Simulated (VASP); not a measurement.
# GaAs (F-43m) in VASP: notebook, part 2 of 2

VASP 6.6.1.

**3. Single point, pbe exchange, lyp correlation (21.23 Å³/atom)**

This run uses another cell than the first one, of 21.23 Å³/atom.

INCAR reads:

```
PREC = Accurate
ENCUT = 500
EDIFF = 1E-6
ISMEAR = 1
SIGMA = 0.1
LREAL = False
LASPH = True
NELM = 120
ALGO = Normal
ISIF = 2
LWAVE = False
LCHARG = False
GGA = LIBXC
LIBXC1 = GGA_X_PBE
LIBXC2 = GGA_C_LYP
NBANDS = 16
GGA_COMPAT = False
```

KPOINTS reads:

```
Automatic mesh
0
Gamma
  8 8 8
```

POSCAR reads:

```
GaAs
1.0
    0.0000000000      2.7691429914      2.7691429914
    2.7691429914      0.0000000000      2.7691429914
    2.7691429914      2.7691429914      0.0000000000
As Ga
1 1
Direct
    0.7500000000      0.7500000000      0.7500000000
    0.0000000000      0.0000000000      0.0000000000
```

Potentials or basis: VASP PAW PBE potentials, release 64 (As, Ga_d).

Command:

```bash
> cat potpaw_PBE.64/As/POTCAR potpaw_PBE.64/Ga_d/POTCAR > POTCAR
> mpirun -np 1 vasp_std > vasp.out
```

OUTCAR:

```text
PREC = Accurate
   ENCUT = 500
   EDIFF = 1E-6
   ISMEAR = 1
   LREAL = False
   LASPH = True
   NELM = 120
   ISIF = 2
   GGA = LIBXC

 ion  position               nearest neighbor table
   1  0.750  0.750  0.750-   2 2.40   2 2.40   2 2.40   2 2.40
   2  0.000  0.000  0.000-   1 2.40   1 2.40   1 2.40   1 2.40

  LATTYP: Found a face centered cubic cell.
 ALAT       =     5.5382859828

  Lattice vectors:

 A1 = (   0.0000000000,   2.7691429914,   2.7691429914)
[... 642 lines left out ...]

------------------------ aborting loop because EDIFF is reached ----------------------------------------

  FORCE on cell =-STRESS in cart. coord.  units (eV):
  Direction    XX          YY          ZZ          XY          YZ          ZX
  --------------------------------------------------------------------------------------
  -------------------------------------------------------------------------------------
  Total        3.4889336      3.4889336      3.4889336      0.0000000      0.0000000     -0.0000000
  in kB      131.6246227    131.6246227    131.6246227      0.0000000      0.0000000     -0.0000000
  external PRESSURE =     131.6246227 kB  Pullay stress =       0.0000000 kB

 VOLUME and BASIS-vectors are now :
 -----------------------------------------------------------------------------
  energy-cutoff  :      500.00
  volume of cell :       42.47
      direct lattice vectors                 reciprocal lattice vectors
     0.000000000  2.769142991  2.769142991    -0.180561279  0.180561279  0.180561279
     2.769142991  0.000000000  2.769142991     0.180561279 -0.180561279  0.180561279
     2.769142991  2.769142991  0.000000000     0.180561279  0.180561279 -0.180561279

 POSITION                                       TOTAL-FORCE (eV/Angst)
 -----------------------------------------------------------------------------------
      4.15371      4.15371      4.15371        -0.000000     -0.000000     -0.000000
      0.00000      0.00000      0.00000         0.000000      0.000000      0.000000
 -----------------------------------------------------------------------------------
    total drift:                                0.000000      0.000000      0.000000

  FREE ENERGIE OF THE ION-ELECTRON SYSTEM (eV)
  ---------------------------------------------------
  free  energy   TOTEN  =        -6.9047675821 eV

  energy  without entropy=       -6.9048016823  energy(sigma->0) =       -6.90477895
```

stdout:

```text
POSCAR found type information on POSCAR AsGa
 POSCAR found :  2 types and       2 ions
 scaLAPACK will be used
 -----------------------------------------------------------------------------
|                                                                             |
|                                                                             |
|     You enforced a specific xc type in the INCAR file but a different       |
|     I HOPE YOU KNOW WHAT YOU ARE DOING!                                     |
|                                                                             |
 -----------------------------------------------------------------------------

 LDA part: xc-table for (None,None), standard interpolation
 POSCAR, INCAR and KPOINTS ok, starting setup
 FFT: planning ... GRIDC
 FFT: planning ... GRID_SOFT
 FFT: planning ... GRID
 WAVECAR not read
 entering main loop
```

Run time: 9 s. Hardware: 1 thread of Intel Xeon 6975P-C (Granite Rapids), shared host; peak memory 0.17 GiB.

Results:

- Free energy: -6.9048 eV
- Pressure: 13.2 GPa
- Band gap on the k mesh: 0.86 eV

Caveat: the cell stands under pressure; the PAW data sets were made with another functional, which shifts forces and pressure a little. A k mesh can miss the band edges.

**4. Single point, pbe exchange, lyp correlation (21.69 Å³/atom)**

This run uses another cell than the first one, of 21.69 Å³/atom.

INCAR reads:

```
PREC = Accurate ; ENCUT = 500
EDIFF = 1E-6 ; ISMEAR = 1
SIGMA = 0.1 ; LREAL = F
LASPH = T ; NELM = 120
ALGO = Normal ; ISIF = 2
LWAVE = F ; LCHARG = T
GGA = LIBXC ; LIBXC1 = GGA_X_PBE
LIBXC2 = GGA_C_LYP ; LELF = T
LVHAR = T ; NBANDS = 16
GGA_COMPAT = F
```

KPOINTS is that of step 3.

POSCAR reads:

```
GaAs
1.0
    0.0000000000      2.7886446409      2.7886446409
    2.7886446409      0.0000000000      2.7886446409
    2.7886446409      2.7886446409      0.0000000000
As Ga
1 1
Direct
    0.7500000000      0.7500000000      0.7500000000
    0.0000000000      0.0000000000      0.0000000000
```

Command:

```bash
> cat potpaw_PBE.64/As/POTCAR potpaw_PBE.64/Ga_d/POTCAR > POTCAR
> mpirun -np 1 vasp_std > vasp.out
```

Wall time 9.3 s (1 thread of Intel Xeon 6975P-C (Granite Rapids), shared host); peak memory 0.17 GiB.

The run converged. Its results:

| Item | Value |
| --- | --- |
| Free energy | -6.9729 eV |
| Pressure | 11.0 GPa |
| Band gap on the k mesh | 0.69 eV |

Levels at points of the mesh, in eV from the valence-band top:
| k point | band 7 | band 8 | band 9 | band 10 | band 11 | band 12 |
| --- | --- | --- | --- | --- | --- | --- |
| (0.00, 0.00, 0.00) | 0.00 | 0.00 | 0.00 | 0.69 | 3.77 | 3.77 |
| (0.50, 0.00, 0.00) | -6.85 | -1.20 | -1.20 | 1.10 | 4.72 | 4.72 |
| (0.50, 0.50, 0.00) | -7.04 | -2.80 | -2.80 | 1.55 | 1.72 | 10.43 |

Caveat: the cell stands under pressure; the PAW data sets were made with another functional, which shifts forces and pressure a little.

**5. Single point, pbe exchange, lyp correlation (22.14 Å³/atom)**

This run uses another cell than the first one, of 22.14 Å³/atom.

INCAR reads:

```
SYSTEM = GaAs
PREC = Accurate ; ENCUT = 500
EDIFF = 1E-6 ; ISMEAR = 1
SIGMA = 0.1 ; LREAL = .False.
LASPH = .True. ; NELM = 120
ALGO = Normal ; ISIF = 2
LWAVE = .False. ; LCHARG = .True.
GGA = LIBXC ; LIBXC1 = GGA_X_PBE
LIBXC2 = GGA_C_LYP ; LELF = .True.
LVHAR = .True. ; NBANDS = 16
GGA_COMPAT = .False.
```

KPOINTS reads:

```
Automatic mesh
0
Gamma
  8 8 8
  0 0 0
```

POSCAR reads:

```
GaAs
1.0
    0.0000000000      2.8078772807      2.8078772807
    2.8078772807      0.0000000000      2.8078772807
    2.8078772807      2.8078772807      0.0000000000
As Ga
1 1
Direct
    0.7500000000      0.7500000000      0.7500000000
    0.0000000000      0.0000000000      0.0000000000
```

Command:

```bash
> cat potpaw_PBE.64/As/POTCAR potpaw_PBE.64/Ga_d/POTCAR > POTCAR
> mpirun -np 1 vasp_std > vasp.out
```

Wall time 9.5 s (1 thread of Intel Xeon 6975P-C (Granite Rapids), shared host); peak memory 0.17 GiB.

The run converged. Its results:

* Free energy: -7.0294 eV
* Pressure: 9.1 GPa
* Band gap on the k mesh: 0.53 eV

Levels at points of the mesh, in eV from the valence-band top:
```
           k point  band 6  band 7  band 8  band 9  band 10  band 11  band 12  band 13
(0.00, 0.00, 0.00)  -12.89    0.00    0.00    0.00     0.53     3.76     3.76     3.76
(0.50, 0.00, 0.00)  -11.09   -6.73   -1.17   -1.17     1.04     4.72     4.72     8.01
(0.50, 0.50, 0.00)  -10.34   -6.94   -2.72   -2.72     1.59     1.73    10.26    10.26
```

Caveat: the cell stands under pressure; the PAW data sets were made with another functional, which shifts forces and pressure a little.

**6. Single point, pbe exchange, lyp correlation (22.59 Å³/atom)**

INCAR reads:

```
PREC = Accurate
ENCUT = 500
EDIFF = 1E-6
ISMEAR = 1
SIGMA = 0.1
LREAL = False
LASPH = True
NELM = 120
ALGO = Normal
ISIF = 2
LWAVE = False
LCHARG = False
GGA = LIBXC
LIBXC1 = GGA_X_PBE
LIBXC2 = GGA_C_LYP
NBANDS = 16
GGA_COMPAT = False
```

KPOINTS reads:

```
Automatic mesh
0
Gamma
  8 8 8
```

POSCAR reads:

```
GaAs
1.0
    0.0000000000      2.8268500000      2.8268500000
    2.8268500000      0.0000000000      2.8268500000
    2.8268500000      2.8268500000      0.0000000000
As Ga
1 1
Direct
    0.7500000000      0.7500000000      0.7500000000
    0.0000000000      0.0000000000      0.0000000000
```

Potentials or basis: VASP PAW PBE potentials, release 64 (As, Ga_d).

Command:

```bash
> cat potpaw_PBE.64/As/POTCAR potpaw_PBE.64/Ga_d/POTCAR > POTCAR
> mpirun -np 1 vasp_std > vasp.out
```

Run time: 8.9 s. Hardware: 1 thread of Intel Xeon 6975P-C (Granite Rapids), shared host; peak memory 0.17 GiB.

Results (log left out):

- Free energy: -7.0756 eV
- Pressure: 7.3 GPa
- Band gap on the k mesh: 0.37 eV

Levels at points of the mesh, in eV from the valence-band top:
```csv
k point,band 7,band 8,band 9,band 10,band 11,band 12
"(0.00, 0.00, 0.00)",0.00,0.00,0.00,0.37,3.76,3.76
"(0.50, 0.00, 0.00)",-6.62,-1.14,-1.14,0.98,4.71,4.71
"(0.50, 0.50, 0.00)",-6.85,-2.65,-2.65,1.62,1.73,10.10
```

Caveat: the cell stands under pressure; the PAW data sets were made with another functional, which shifts forces and pressure a little.

**7. Overview**

| level | spin | cell | k mesh | cutoff (eV) | smearing | gap on the mesh (eV) | pressure (GPa) |
| --- | --- | --- | --- | --- | --- | --- | --- |
| PBE | non-collinear, zero start, SOC | a = 3.998 Å, angles 60.0°, 2 atoms | 13 × 13 × 13 | 520 | gaussian 0.05 eV | - | 3.5 |
| pbe exchange, lyp correlation | off | a = 3.916 Å, angles 60.0°, 2 atoms | 8 × 8 × 8 | 500 | methfessel-paxton 0.1 eV | 0.86 | 13.2 |
| pbe exchange, lyp correlation | off | a = 3.944 Å, angles 60.0°, 2 atoms | 8 × 8 × 8 | 500 | methfessel-paxton 0.1 eV | 0.69 | 11.0 |
| pbe exchange, lyp correlation | off | a = 3.971 Å, angles 60.0°, 2 atoms | 8 × 8 × 8 | 500 | methfessel-paxton 0.1 eV | 0.53 | 9.1 |
| pbe exchange, lyp correlation | off | a = 3.998 Å, angles 60.0°, 2 atoms | 8 × 8 × 8 | 500 | methfessel-paxton 0.1 eV | 0.37 | 7.3 |

Alike in all rows: task single point; potentials or basis VASP PAW PBE potentials, release 64 (As, Ga_d).

Caveats: the cell stands under pressure; the PAW data sets were made with another functional, which shifts forces and pressure a little (at least some runs).

Absolute energies hang on the potentials; compare differences alone.
